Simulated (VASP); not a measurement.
# Si2Br3 (P4/mmm) in VASP: further runs

The runs below take Si2Br3 through single point, with PBE.

All numbers are computed with VASP 6.6.1; they aren't measurements. Logs are shortened: lines on timing, memory, paths and dates and some standing lists are left out, and cuts for length are marked.

### 1 The cell of the first run

It takes space group P4/mmm (No. 123, tetragonal). Conventional cell: a = 4.451 Å, b = 4.451 Å, c = 7.671 Å, α = 90.00°, β = 90.00°, γ = 90.00°. Within 4.1 Å of Si (site symmetry 4/mmm) lie 4 Si at 3.15 Å and 2 Br at 3.84 Å. Within 4.1 Å of Si (site symmetry 4/mmm) lie 4 Si at 3.15 Å. Br (site symmetry 4/mmm) has 4 Br at 2.23 Å within 2.9 Å. Br (site symmetry mmm) has 2 Br at 2.23 Å within 2.9 Å.

The cell was generated, and may not be a known phase.

### 2 Single point, PBE

INCAR

```
ALGO = Normal ; EDIFF = 1E-6
ENCUT = 520 ; GGA = PE
ISIF = 2 ; ISMEAR = 0
LASPH = True ; LCHARG = False
LREAL = False ; LWAVE = False
NBANDS = 22 ; NELM = 100
PREC = Accurate ; SIGMA = 0.1
```

KPOINTS

```
k-points
0
Gamma
  4 4 2
```

POSCAR

```
Si2Br3
1.0
    4.4512030500      0.0000000000      0.0000000000
    0.0000000000      4.4512030500      0.0000000000
    0.0000000000      0.0000000000      7.6705396900
Si Br
2 3
Direct
    0.0000000000      0.0000000000      0.5000000000
    0.5000000000      0.5000000000      0.5000000000
    0.0000000000      0.0000000000      0.0000000000
    0.0000000000      0.5000000000      0.0000000000
    0.5000000000      0.0000000000      0.0000000000
```

Potentials or basis: VASP PAW PBE potentials, release 64 (Si, Br).

The run is started by

```bash
$ cat potpaw_PBE.64/Si/POTCAR potpaw_PBE.64/Br/POTCAR > POTCAR
$ mpirun -np 1 vasp_std > vasp.out
```

OUTCAR:

```text
EDIFF = 1E-6
   ENCUT = 520
   GGA = PE
   ISIF = 2
   ISMEAR = 0
   LASPH = True
   LREAL = False
   NELM = 100
   PREC = Accurate

 ion  position               nearest neighbor table
   1  0.000  0.000  0.500-   2 3.15   2 3.15   2 3.15   2 3.15
   2  0.500  0.500  0.500-   1 3.15   1 3.15   1 3.15   1 3.15
   3  0.000  0.000  0.000-   4 2.23   5 2.23   4 2.23   5 2.23
   4  0.000  0.500  0.000-   3 2.23   3 2.23
   5  0.500  0.000  0.000-   3 2.23   3 2.23

  LATTYP: Found a simple tetragonal cell.
 ALAT       =     4.4512030500
 C/A-ratio  =     1.7232509063

  Lattice vectors:

 A1 = (   4.4512030500,   0.0000000000,   0.0000000000)
 A2 = (   0.0000000000,   4.4512030500,   0.0000000000)
 A3 = (   0.0000000000,   0.0000000000,   7.6705396900)

Analysis of symmetry for initial positions (statically):
=====================================================================
 Subroutine PRICEL returns:
 Original cell was already a primitive cell.

 Routine SETGRP: Setting up the symmetry group for a
 simple tetragonal supercell.

 Subroutine GETGRP returns: Found 16 space group operations
 (whereof 16 operations were pure point group operations)
 out of a pool of 16 trial point group operations.

The static configuration has the point symmetry D_4h.

Analysis of symmetry for dynamics (positions and initial velocities):
=====================================================================
 Subroutine PRICEL returns:
 Original cell was already a primitive cell.

 Routine SETGRP: Setting up the symmetry group for a
 simple tetragonal supercell.

 Subroutine GETGRP returns: Found 16 space group operations
 (whereof 16 operations were pure point group operations)
 out of a pool of 16 trial point group operations.

The dynamic configuration has the point symmetry D_4h.

 Subroutine INISYM returns: Found 16 space group operations
 (whereof 16 operations are pure point group operations),
 and found     1 'primitive' translations

----------------------------------------------------------------------------------------

                                     Primitive cell

  volume of cell :     151.9780

  direct lattice vectors                    reciprocal lattice vectors
     4.451203050  0.000000000  0.000000000     0.224658365  0.000000000  0.000000000
     0.000000000  4.451203050  0.000000000     0.000000000  0.224658365  0.000000000
     0.000000000  0.000000000  7.670539690     0.000000000  0.000000000  0.130368923

  length of vectors
     4.451203050  4.451203050  7.670539690     0.224658365  0.224658365  0.130368923

  position of ions in fractional coordinates (direct lattice)
     0.000000000  0.000000000  0.500000000
     0.500000000  0.500000000  0.500000000
     0.000000000  0.000000000  0.000000000
     0.000000000  0.500000000  0.000000000
     0.500000000  0.000000000  0.000000000

  ion indices of the primitive-cell ions
   primitive index   ion index
                 1           1
                 2           2
                 3           3
                 4           4
                 5           5

----------------------------------------------------------------------------------------

 KPOINTS: k-points

Automatic generation of k-mesh.
 Grid dimensions read from file:
 generate k-points for:    4    4    2

 Generating k-lattice:

  Cartesian coordinates                     Fractional coordinates (reciprocal lattice)
     0.056164591  0.000000000  0.000000000     0.250000000  0.000000000  0.000000000
     0.000000000  0.056164591  0.000000000     0.000000000  0.250000000  0.000000000
     0.000000000  0.000000000  0.065184462     0.000000000  0.000000000  0.500000000

  Length of vectors
     0.056164591  0.056164591  0.065184462

  Shift w.r.t. Gamma in fractional coordinates (k-lattice)
     0.000000000  0.000000000  0.000000000

 Subroutine IBZKPT returns following result:
 ===========================================

 Found     12 irreducible k-points:

 Following reciprocal coordinates:
            Coordinates               Weight
  0.000000  0.000000  0.000000      1.000000
  0.250000  0.000000  0.000000      4.000000
  0.500000  0.000000  0.000000      2.000000
  0.250000  0.250000  0.000000      4.000000
  0.500000  0.250000  0.000000      4.000000
  0.500000  0.500000  0.000000      1.000000
  0.000000  0.000000  0.500000      1.000000
  0.250000  0.000000  0.500000      4.000000
  0.500000  0.000000  0.500000      2.000000
  0.250000  0.250000  0.500000      4.000000
  0.500000  0.250000  0.500000      4.000000
  0.500000  0.500000  0.500000      1.000000
   k-points           NKPTS =     12   k-points in BZ     NKDIM =     12   number of bands    NBANDS=     22
   number of dos      NEDOS =    301   number of ions     NIONS =      5
   total plane-waves  NPLWV =  77760
   dimension x,y,z NGX =    36 NGY =   36 NGZ =   60
   dimension x,y,z NGXF=    72 NGYF=   72 NGZF=  120
   ions per type =               2   3
   NGX,Y,Z   is equivalent  to a cutoff of  13.45, 13.45, 13.00 a.u.
   NGXF,Y,Z  is equivalent  to a cutoff of  26.89, 26.89, 26.01 a.u.
 SYSTEM =  unknown system
   PREC   = accura    normal or accurate (medium, high low for compatibility)
   ISTART =      0    job   : 0-new  1-cont  2-samecut
   ICHARG =      2    charge: 1-file 2-atom 10-const
   ISPIN  =      1    spin polarized calculation?
   LNONCOLLINEAR =      F non collinear calculations
   LSORBIT =      F    spin-orbit coupling
   LASPH  =      T    aspherical Exc in radial PAW
   ENCUT  =  520.0 eV  38.22 Ry    6.18 a.u.   8.28  8.28 14.26*2*pi/ulx,y,z
   NELM   =    100;   NELMIN=  2; NELMDL= -5     # of ELM steps
   EDIFF  = 0.1E-05   stopping-criterion for ELM
   LREAL  =      F    real-space projection
   EDIFFG = 0.1E-04   stopping-criterion for IOM
   NSW    =      0    number of steps for IOM
   IBRION =     -1    ionic relax: 0-MD 1-quasi-New 2-CG
   NFREE  =      0    steps in history (QN), initial steepest desc. (CG)
   ISIF   =      2    stress and relaxation
   ISYM   =      2    0-nonsym 1-usesym 2-fastsym
   POTIM  = 0.5000    time-step for ionic-motion
   TEBEG  =    0.0;   TEEND  =   0.0 temperature during run
   PSTRESS=    0.0 pullay stress
   NELECT =      29.0000    total number of electrons
   NUPDOWN=      -1.0000    fix difference up-down
   EMIN   =  10.00;   EMAX   =-10.00  energy-range for DOS
   EFERMI =   0.00;   METHOD = LEGACY
   ISMEAR =     0;   SIGMA  =   0.10  broadening in eV -4-tet -1-fermi 0-gaus
   EFERMI_NEDOS =   21; number of points for ismear=-14 and -15
   IALGO  =     38    algorithm
   IMIX   =      4    mixing-type and parameters
     AMIX     =   0.40;   BMIX     =  1.00
     AMIX_MAG =   1.60;   BMIX_MAG =  1.00
  volume/ion in A,a.u.               =      30.40       205.12
  Fermi-wavevector in a.u.,A,eV,Ry     =   0.942498  1.781064 12.086097  0.888303
  Thomas-Fermi vector in A             =   2.070114
   LORBIT       =      0    0 simple, 1 ext, 2 COOP (PROOUT), +10 PAW based schemes
   GGA     = PE    functional components
   LHFCALC =     F    Hartree Fock is set to
   AEXX    =    0.0000 exact exchange contribution
   IVDW    =     0    specifies the selected vdW correction
   LEPSILON=     F    determine dielectric tensor
   LRPA    =     F    only Hartree local field effects (RPA)
 non-spin polarized calculation
 Gauss-broadening in eV      SIGMA  =   0.10
  energy-cutoff  :      520.00
  volume of cell :      151.98
 maximum number of plane-waves:      4137
 NGX is ok and might be reduce to    36
   NGX = 17   NGY = 17   NGZ = 29

 number of electron      29.0000000 magnetization

 Free energy of the ion-electron system (eV)
  ---------------------------------------------------
  ext. energy  EPLUGINS =         0.00000000
  ---------------------------------------------------
  free energy    TOTEN  =        -6.97865609 eV

  energy without entropy =       -6.96117844  energy(sigma->0) =       -6.96991727

 E-fermi :   2.5255     XC(G=0):  -8.1160

 val. band max:        2.5206481082   @ k =   0.2500   0.0000   0.5000
 cond. band min:       2.5318332433   @ k =   0.5000   0.0000   0.5000
 fundamental gap:      0.0111851351
 Fermi energy:         2.5254797951

 k-point     1 :       0.0000    0.0000    0.0000
  band No.  band energies     occupation
      1     -18.4167      2.00000
      2     -13.1261      2.00000
      3     -10.1356      2.00000
      4      -8.2964      2.00000
      5      -8.2964      2.00000
      6      -5.6788      2.00000
[... 14 lines left out ...]
     21       7.1612      0.00000
     22       7.3817      0.00000

 k-point     2 :       0.2500    0.0000    0.0000
  band No.  band energies     occupation
      1     -18.1396      2.00000
      2     -13.8755      2.00000
      3     -11.2619      2.00000
      4      -8.1946      2.00000
      5      -5.3851      2.00000
      6      -5.2834      2.00000
[... 14 lines left out ...]
     21       7.7125      0.00000
     22       8.2837      0.00000

 k-point     3 :       0.5000    0.0000    0.0000
  band No.  band energies     occupation
      1     -17.7611      2.00000
      2     -14.7594      2.00000
      3     -11.5359      2.00000
      4      -8.0851      2.00000
      5      -4.1598      2.00000
      6      -4.1381      2.00000
[... 14 lines left out ...]
     21       8.2133      0.00000
     22       8.6231      0.00000
[... 176 lines left out ...]
 k-point    11 :       0.5000    0.2500    0.5000
  band No.  band energies     occupation
      1     -17.3991      2.00000
      2     -14.7274      2.00000
      3     -13.3107      2.00000
      4      -5.3832      2.00000
      5      -4.1752      2.00000
      6      -3.9361      2.00000
[... 14 lines left out ...]
     21       7.9782      0.00000
     22       7.9821      0.00000

 k-point    12 :       0.5000    0.5000    0.5000
  band No.  band energies     occupation
      1     -16.8066      2.00000
      2     -14.6950      2.00000
      3     -14.6950      2.00000
      4      -3.7735      2.00000
      5      -3.6670      2.00000
      6      -3.6040      2.00000
[... 14 lines left out ...]
     21       7.7096      0.00000
     22       8.3950      0.00000

------------------------ aborting loop because EDIFF is reached ----------------------------------------

  FORCE on cell =-STRESS in cart. coord.  units (eV):
  Direction    XX          YY          ZZ          XY          YZ          ZX
  --------------------------------------------------------------------------------------
  -------------------------------------------------------------------------------------
  Total       21.1237055     21.1237055      0.1047847      0.0000000      0.0000000      0.0000000
  in kB      222.6896088    222.6896088      1.1046577      0.0000000      0.0000000      0.0000000
  external PRESSURE =     148.8279584 kB  Pullay stress =       0.0000000 kB

 VOLUME and BASIS-vectors are now :
 -----------------------------------------------------------------------------
  energy-cutoff  :      520.00
  volume of cell :      151.98
      direct lattice vectors                 reciprocal lattice vectors
     4.451203050  0.000000000  0.000000000     0.224658365  0.000000000  0.000000000
     0.000000000  4.451203050  0.000000000     0.000000000  0.224658365  0.000000000
     0.000000000  0.000000000  7.670539690     0.000000000  0.000000000  0.130368923

 POSITION                                       TOTAL-FORCE (eV/Angst)
 -----------------------------------------------------------------------------------
      0.00000      0.00000      3.83527         0.000000      0.000000      0.000000
      2.22560      2.22560      3.83527         0.000000      0.000000      0.000000
      0.00000      0.00000      0.00000         0.000000      0.000000      0.000000
      0.00000      2.22560      0.00000         0.000000      0.000000      0.000000
      2.22560      0.00000      0.00000         0.000000      0.000000      0.000000
 -----------------------------------------------------------------------------------
    total drift:                                0.000000      0.000000     -0.000000

  FREE ENERGIE OF THE ION-ELECTRON SYSTEM (eV)
  ---------------------------------------------------
  free  energy   TOTEN  =        -6.9786560895 eV

  energy  without entropy=       -6.9611784409  energy(sigma->0) =       -6.96991727
```

It took 91 s on 1 thread of Intel Xeon 8259CL, shared host; peak memory 0.25 GiB.

What came out:

- Free energy: -6.9787 eV
- Pressure: 14.9 GPa
- Band gap on the k mesh: zero (an odd number of electrons rules out a gap without spin polarisation)

Levels at points of the mesh, in eV from the Fermi level:
| k point | band 11 | band 12 | band 13 | band 14 | band 15 | band 16 | band 17 | band 18 | band 19 | band 20 |
| --- | --- | --- | --- | --- | --- | --- | --- | --- | --- | --- |
| (0.00, 0.00, 0.00) | -2.70 | -1.23 | -0.75 | -0.75 | -0.56 | 2.53 | 3.51 | 4.22 | 4.24 | 4.64 |
| (0.50, 0.00, 0.00) | -2.67 | -2.21 | -1.64 | 0.48 | 0.59 | 0.90 | 0.91 | 1.36 | 1.36 | 5.04 |
| (0.50, 0.50, 0.00) | -3.20 | -3.20 | -2.47 | -2.47 | -1.11 | -0.82 | 0.59 | 1.02 | 5.40 | 5.40 |
| (0.00, 0.00, 0.50) | -2.69 | -1.38 | -0.94 | -0.78 | -0.78 | 2.29 | 4.24 | 4.37 | 4.61 | 4.61 |
| (0.50, 0.00, 0.50) | -2.67 | -2.25 | -1.66 | 0.01 | 0.31 | 0.88 | 0.88 | 1.41 | 1.43 | 6.07 |
| (0.50, 0.50, 0.50) | -3.20 | -3.20 | -2.29 | -2.29 | -1.11 | -0.82 | 0.54 | 0.81 | 4.42 | 4.42 |

Caveat: the k points lie up to 0.41 Å⁻¹ apart, too coarse for converged energies and pressures of a metal; an odd number of electrons without spin polarisation forces a metal; a magnetic or distorted state may lie lower.

### 3 Single point, PBE

This run uses another cell than the first one, of 33.89 Å³/atom.

INCAR

```
PREC = Accurate
ENCUT = 520
EDIFF = 1E-7
ISMEAR = 0
SIGMA = 0.1
LREAL = False
LASPH = True
NELM = 60
ALGO = Normal
ISIF = 2
LWAVE = False
LCHARG = False
GGA = PE
NBANDS = 22
```

KPOINTS

```
regular mesh
0
Gamma
  4 4 2
```

Edit POSCAR of step 2 so:

```diff
@@ -2,5 +2,5 @@
 1.0
-    4.4512030500      0.0000000000      0.0000000000
-    0.0000000000      4.4512030500      0.0000000000
-    0.0000000000      0.0000000000      7.6705396900
+    5.7824812237      0.0000000000      0.0000000000
+    0.0000000000      5.7824812237      0.0000000000
+    0.0000000000      0.0000000000      5.0671707424
 Si Br
```

Potentials or basis: VASP PAW PBE potentials, release 64 (Si, Br).

The run is started by

```bash
$ cat potpaw_PBE.64/Si/POTCAR potpaw_PBE.64/Br/POTCAR > POTCAR
$ mpirun -np 1 vasp_std > vasp.out
```

Run time: 1.8 min. Hardware: 1 thread of Intel Xeon 8259CL, shared host; peak memory 0.27 GiB.

It converged, with:

```yaml
Free_energy: -9.6324 eV
Pressure: 0.1 GPa
Band_gap_on_the_k_mesh: zero (an odd number of electrons rules out a gap without spin polarisation)
```

Levels at points of the mesh, in eV from the Fermi level:
```csv
k point,band 11,band 12,band 13,band 14,band 15,band 16,band 17,band 18
"(0.00, 0.00, 0.00)",-2.21,-1.97,0.14,0.14,0.75,0.75,0.94,1.93
"(0.50, 0.00, 0.00)",-2.30,-2.00,-1.84,0.09,0.54,0.66,0.68,0.79
"(0.50, 0.50, 0.00)",-2.25,-2.25,-2.22,-1.54,-0.67,-0.67,0.31,1.93
"(0.00, 0.00, 0.50)",-2.03,-1.02,-0.83,-0.83,-0.29,0.91,0.91,1.12
"(0.50, 0.00, 0.50)",-2.25,-2.24,-1.10,-0.16,0.04,0.61,0.76,0.90
"(0.50, 0.50, 0.50)",-2.27,-2.19,-1.50,-1.01,0.37,0.37,1.00,1.28
```

Caveat: the k points lie up to 0.62 Å⁻¹ apart, too coarse for converged energies and pressures of a metal; an odd number of electrons without spin polarisation forces a metal; a magnetic or distorted state may lie lower.

The gap in the log of VASP goes by the Fermi energy; the results here count the filled bands.